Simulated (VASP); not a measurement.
Cu3Mo2, 10 atoms in the cell. Symmetry: Cmme, No. 67, orthorhombic system. Conventional cell: a = 3.172 Å, b = 4.087 Å, c = 19.962 Å, α = 90.00°, β = 90.00°, γ = 90.00°. Cu (site symmetry mm2) has 14 Cu at 2.40 to 3.17 Å within 3.2 Å. Within 3.2 Å of Cu (site symmetry mm2) lie 14 Cu at 2.40 to 3.17 Å. Within 3.2 Å of Cu (site symmetry mm2) lie 10 Cu at 2.42 to 3.17 Å and 4 Mo at 2.60 to 2.90 Å. Mo (site symmetry mm2) has 14 Mo at 2.59 to 3.17 Å within 3.4 Å. Mo (site symmetry mm2) has 10 Mo at 2.59 to 3.17 Å and 4 Cu at 2.60 to 2.90 Å within 3.4 Å. 

| Item | Value |
| --- | --- |
| Program | VASP 6.6.1 |
| Task | single point |
| Functional | PBE |
| Potentials or basis | VASP PAW PBE potentials, release 64 (Cu, Mo_sv) |
| Cutoff | 520 eV |
| k mesh | 12 × 12 × 2 |
| Occupations | gaussian, width 0.1 eV |
| Spin | no spin polarisation |
| Dipole correction | no |
| Further INCAR settings | ALGO = Fast; EDIFF = 1e-06; NBANDS = 72 |

Potentials or basis: VASP PAW PBE potentials, release 64 (Cu, Mo_sv).

Run with:

```console
$ cat potpaw_PBE.64/Cu/POTCAR potpaw_PBE.64/Mo_sv/POTCAR > POTCAR
$ mpirun -np 1 vasp_std > vasp.out
```

Hardware: 1 thread of Intel Xeon 8259CL, on a shared host.

**Question.** Estimate the wall time of this run.

**Answer.** Wall time 82 min on 1 thread of Intel Xeon 8259CL (shared host), peak memory 0.66 GiB. Counts: scf iterations 40, k points 86.
